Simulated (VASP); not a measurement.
# SiO2 (Fm-3m) in VASP: a series of runs, part 2 of 2

VASP 6.6.1. Earlier steps stand in the parts before.

**3. Single point, PBE**

Input file INCAR:

```
SYSTEM = SiO2
PREC = Accurate
ENCUT = 520
EDIFF = 1E-6
ISMEAR = 0
SIGMA = 0.01
LREAL = .FALSE.
LASPH = .TRUE.
NELM = 80
ALGO = Normal
ISIF = 2
LWAVE = .FALSE.
LCHARG = .FALSE.
GGA = PE
NBANDS = 15
```

Input file KPOINTS:

```
Automatic mesh
0
G
  6 6 6
  0 0 0
```

Input file POSCAR:

```
SiO2
1.0
    0.0000000000      2.2641691173      2.2641691173
    2.2641691173      0.0000000000      2.2641691173
    2.2641691173      2.2641691173      0.0000000000
Si O
1 2
Direct
    0.0000000000      0.0000000000      0.0000000000
    0.2500000000      0.2500000000      0.2500000000
    0.7500000000      0.7500000000      0.7500000000
```

Potentials or basis: VASP PAW PBE potentials, release 64 (Si, O).

Launch:

```bash
> cat potpaw_PBE.64/Si/POTCAR potpaw_PBE.64/O/POTCAR > POTCAR
> mpirun -np 1 vasp_std > vasp.out
```

Run time: 4 s. Hardware: 1 thread of Intel Xeon Platinum 8375C at 2.90GHz (Ice Lake), shared host; peak memory 0.13 GiB.

The run converged. Its results:

| Item | Value |
| --- | --- |
| Free energy | -19.9011 eV |
| Pressure | 10.3 GPa |
| Band gap on the k mesh | 2.06 eV, direct |

Levels at points of the mesh, in eV from the valence-band top:
```tsv
k point	band 4	band 5	band 6	band 7	band 8	band 9	band 10	band 11	band 12	band 13
(0.00, 0.00, 0.00)	-5.83	-5.83	-2.28	-2.28	-2.28	2.22	5.94	5.94	5.94	12.43
(0.50, 0.00, 0.00)	-5.27	-5.27	-5.11	-4.52	-4.52	6.06	9.85	10.10	10.10	13.81
(0.50, 0.50, 0.00)	-8.20	-8.20	-1.00	-1.00	0.00	2.06	8.25	11.25	12.78	12.78
```

A k mesh can miss the band edges. PBE gaps usually lie below the measured ones, often by a third to a half.

**4. Single point, LDA**

Input file INCAR:

```
SYSTEM = SiO2
PREC = Accurate ; ENCUT = 520
EDIFF = 1E-7 ; ISMEAR = 0
SIGMA = 0.01 ; LREAL = .FALSE.
LASPH = .TRUE. ; NELM = 100
ALGO = Normal ; ISIF = 2
LWAVE = .FALSE. ; LCHARG = .FALSE.
GGA = CA ; NBANDS = 15
```

KPOINTS is that of step 3.

POSCAR is that of step 3.

Potentials or basis: VASP PAW LDA potentials, release 64 (Si, O).

Launch:

```bash
> cat potpaw_LDA.64/Si/POTCAR potpaw_LDA.64/O/POTCAR > POTCAR
> mpirun -np 1 vasp_std > vasp.out
```

Wall time 3.1 s (1 thread of Intel Xeon Platinum 8375C at 2.90GHz (Ice Lake), shared host); peak memory 0.12 GiB.

The run converged. Its results:

```
Free energy            : -22.7225 eV
Pressure               : -2.9 GPa
Band gap on the k mesh : 1.81 eV, direct
```

Levels at points of the mesh, in eV from the valence-band top:
```csv
k point,band 5,band 6,band 7,band 8,band 9,band 10,band 11,band 12
"(0.00, 0.00, 0.00)",-5.88,-2.29,-2.29,-2.29,2.26,5.72,5.72,5.72
"(0.50, 0.00, 0.00)",-5.32,-5.13,-4.57,-4.57,5.96,9.57,9.91,9.91
"(0.50, 0.50, 0.00)",-8.26,-1.00,-1.00,0.00,1.81,8.18,10.92,12.56
```

A k mesh can miss the band edges. LDA gaps usually lie below the measured ones, often by a third to a half.

**5. Single point, PBE**

Input file INCAR:

```
PREC     = Accurate       # precision mode
ENCUT    = 520            # plane-wave cutoff, eV
EDIFF    = 1E-6           # SCF threshold, eV
ISMEAR   = 0              # smearing method
SIGMA    = 0.01           # smearing width, eV
LREAL    = F              # projectors in reciprocal space
LASPH    = T              # aspherical terms in the spheres
NELM     = 80             # most SCF steps
ALGO     = Normal         # electronic algorithm
ISIF     = 2              # what is computed and relaxed
LWAVE    = F              # write WAVECAR
LCHARG   = T              # write CHGCAR
GGA      = PE             # functional
LELF     = T              # ELF
LVHAR    = T            
NBANDS   = 15             # bands
```

Input file KPOINTS:

```
regular mesh
0
Gamma
  8 8 8
```

POSCAR is that of step 4.

Potentials or basis: VASP PAW PBE potentials, release 64 (Si, O).

Launch:

```bash
> cat potpaw_PBE.64/Si/POTCAR potpaw_PBE.64/O/POTCAR > POTCAR
> mpirun -np 1 vasp_std > vasp.out
```

It took 6.2 s on 1 thread of Intel Xeon Platinum 8375C at 2.90GHz (Ice Lake), shared host; peak memory 0.13 GiB.

It converged, with:

- Free energy: -19.9014 eV
- Pressure: 10.3 GPa
- Band gap on the k mesh: 2.06 eV, direct

Levels at points of the mesh, in eV from the valence-band top:
| k point | band 6 | band 7 | band 8 | band 9 | band 10 | band 11 |
| --- | --- | --- | --- | --- | --- | --- |
| (0.00, 0.00, 0.00) | -2.28 | -2.28 | -2.28 | 2.22 | 5.94 | 5.94 |
| (0.50, 0.00, 0.00) | -5.11 | -4.52 | -4.52 | 6.06 | 9.85 | 10.10 |
| (0.50, 0.50, 0.00) | -1.00 | -1.00 | 0.00 | 2.06 | 8.25 | 11.25 |

A k mesh can miss the band edges. A hybrid or GW would open this gap; PBE tends to underestimate it.

**6. Single point, r2SCAN**

POSCAR is that of step 5.

Input file INCAR.step1:

```
SYSTEM = SiO2
PREC = Accurate
ENCUT = 520
ISMEAR = 0
SIGMA = 0.01
LREAL = .FALSE.
LASPH = .TRUE.
NELM = 80
NBANDS = 15
GGA = PE
ALGO = Normal
EDIFF = 1E-4
LWAVE = .TRUE.
LCHARG = .FALSE.
```

Input file INCAR.step2:

```
SYSTEM = SiO2
PREC = Accurate
ENCUT = 520
EDIFF = 1E-7
ISMEAR = 0
SIGMA = 0.01
LREAL = .FALSE.
LASPH = .TRUE.
NELM = 80
ALGO = Normal
ISIF = 2
LWAVE = .FALSE.
LCHARG = .TRUE.
METAGGA = R2SCAN
LMIXTAU = .TRUE.
LELF = .TRUE.
LVHAR = .TRUE.
NBANDS = 15
ISTART = 1
```

Input file KPOINTS:

```
Automatic mesh
0
G
  6 6 6
  0 0 0
```

Potentials or basis: VASP PAW PBE potentials, release 64 (Si, O).

Launch:

```bash
> cat potpaw_PBE.64/Si/POTCAR potpaw_PBE.64/O/POTCAR > POTCAR
> cp INCAR.step1 INCAR
> mpirun -np 1 vasp_std > vasp.out
> cp INCAR.step2 INCAR
> mpirun -np 1 vasp_std > vasp.out
```

Run time: 18 s. Hardware: 1 thread of Intel Xeon Platinum 8375C at 2.90GHz (Ice Lake), shared host; peak memory 0.13 GiB.

The run converged. Its results:

```
Free energy            : -25.7796 eV
Pressure               : 0.6 GPa
Band gap on the k mesh : 2.68 eV, direct
```

Levels at points of the mesh, in eV from the valence-band top:
| k point | band 4 | band 5 | band 6 | band 7 | band 8 | band 9 | band 10 | band 11 | band 12 | band 13 |
| --- | --- | --- | --- | --- | --- | --- | --- | --- | --- | --- |
| (0.00, 0.00, 0.00) | -6.05 | -6.05 | -2.37 | -2.37 | -2.37 | 2.92 | 6.69 | 6.69 | 6.69 | 13.47 |
| (0.50, 0.00, 0.00) | -5.42 | -5.42 | -5.26 | -4.66 | -4.66 | 6.86 | 10.58 | 11.07 | 11.07 | 14.85 |
| (0.50, 0.50, 0.00) | -8.42 | -8.42 | -1.05 | -1.05 | 0.00 | 2.68 | 9.15 | 12.09 | 13.92 | 13.92 |

Caveat: the PAW data sets were made with another functional, which shifts forces and pressure a little.

**7. Single point, HSE06**

POSCAR is that of step 6.

Input file INCAR.step1:

```
SYSTEM = SiO2
ALGO = Normal
EDIFF = 1E-5
ENCUT = 520
GGA = PE
ISIF = 2
ISMEAR = 0
LASPH = .True.
LCHARG = .False.
LREAL = .False.
LWAVE = .True.
NBANDS = 15
NELM = 80
PREC = Accurate
SIGMA = 0.01
```

Input file INCAR.step2:

```
SYSTEM = SiO2
ALGO = Normal
EDIFF = 1E-6
ENCUT = 520
GGA = PE
HFSCREEN = 0.2079
ISIF = 2
ISMEAR = 0
ISTART = 1
LASPH = .True.
LCHARG = .False.
LHFCALC = .True.
LREAL = .False.
LWAVE = .False.
NBANDS = 15
NELM = 80
PREC = Accurate
PRECFOCK = Normal
SIGMA = 0.01
```

Input file KPOINTS:

```
k-points
0
Gamma
  6 6 6
  0 0 0
```

Potentials or basis: VASP PAW PBE potentials, release 64 (Si, O).

Launch:

```bash
> cat potpaw_PBE.64/Si/POTCAR potpaw_PBE.64/O/POTCAR > POTCAR
> cp INCAR.step1 INCAR
> mpirun -np 1 vasp_std > vasp.out
> cp INCAR.step2 INCAR
> mpirun -np 1 vasp_std > vasp.out
```

OUTCAR:

```text
SYSTEM = SiO2
   EDIFF = 1E-6
   ENCUT = 520
   GGA = PE
   HFSCREEN = 0.2079
   ISIF = 2
   ISMEAR = 0
   ISTART = 1
   LASPH = .True.
   LHFCALC = .True.
   LREAL = .False.
   NELM = 80
   PREC = Accurate
   PRECFOCK = Normal

 ion  position               nearest neighbor table
   1  0.000  0.000  0.000-   3 1.96   3 1.96   3 1.96   2 1.96   3 1.96   2 1.96   2 1.96   2 1.96

   2  0.250  0.250  0.250-   1 1.96   1 1.96   1 1.96   1 1.96
   3  0.750  0.750  0.750-   1 1.96   1 1.96   1 1.96   1 1.96

  LATTYP: Found a face centered cubic cell.
 ALAT       =     4.5283382346
[... 478 lines left out ...]

  FORCE on cell =-STRESS in cart. coord.  units (eV):
  Direction    XX          YY          ZZ          XY          YZ          ZX
  --------------------------------------------------------------------------------------
  -------------------------------------------------------------------------------------
  Total       -0.5601926     -0.5601926     -0.5601926     -0.0000000     -0.0000000     -0.0000000
  in kB      -38.6626297    -38.6626297    -38.6626297     -0.0000000     -0.0000000     -0.0000000
  external PRESSURE =     -38.6626297 kB  Pullay stress =       0.0000000 kB

 VOLUME and BASIS-vectors are now :
 -----------------------------------------------------------------------------
  energy-cutoff  :      520.00
  volume of cell :       23.21
      direct lattice vectors                 reciprocal lattice vectors
     0.000000000  2.264169117  2.264169117    -0.220831561  0.220831561  0.220831561
     2.264169117  0.000000000  2.264169117     0.220831561 -0.220831561  0.220831561
     2.264169117  2.264169117  0.000000000     0.220831561  0.220831561 -0.220831561

 POSITION                                       TOTAL-FORCE (eV/Angst)
 -----------------------------------------------------------------------------------
      0.00000      0.00000      0.00000        -0.000000     -0.000000     -0.000000
      1.13208      1.13208      1.13208        -0.000000     -0.000000     -0.000000
      3.39625      3.39625      3.39625         0.000000      0.000000      0.000000
 -----------------------------------------------------------------------------------
    total drift:                               -0.000000     -0.000000     -0.000000

  FREE ENERGIE OF THE ION-ELECTRON SYSTEM (eV)
  ---------------------------------------------------
  free  energy   TOTEN  =       -25.0185576656 eV

  energy  without entropy=      -25.0185576656  energy(sigma->0) =      -25.01855767
```

Wall time 16 min (1 thread of Intel Xeon Platinum 8375C at 2.90GHz (Ice Lake), shared host); peak memory 0.24 GiB.

What came out:

```
Free energy            : -25.0186 eV
Pressure               : -3.9 GPa
Band gap on the k mesh : 3.57 eV, direct
```

Caveat: the PAW data sets were made with another functional, which shifts forces and pressure a little. A k mesh can miss the band edges.

**8. The runs side by side**

```csv
level,potentials or basis,k mesh,grid for exact exchange (PRECFOCK),screening parameter,gap on the mesh (eV),pressure (GPa)
PBE,"VASP PAW PBE potentials, release 64 (Si, O)",6 × 6 × 6,-,-,2.06,10.3
LDA,"VASP PAW LDA potentials, release 64 (Si, O)",6 × 6 × 6,-,-,1.81,-2.9
PBE,"VASP PAW PBE potentials, release 64 (Si, O)",8 × 8 × 8,-,-,2.06,10.3
r2SCAN,"VASP PAW PBE potentials, release 64 (Si, O)",6 × 6 × 6,-,-,2.68,0.6
HSE06,"VASP PAW PBE potentials, release 64 (Si, O)",6 × 6 × 6,Normal,0.2079 1/Å,3.57,-3.9
```

Alike in all rows: task single point; no spin polarisation; cell as given; cutoff (eV) 520; smearing gaussian 0.01 eV.

Caveats: the PAW data sets were made with another functional, which shifts forces and pressure a little (some runs).

Total energies depend on the potentials used, so only differences within one code and one set of settings carry meaning.
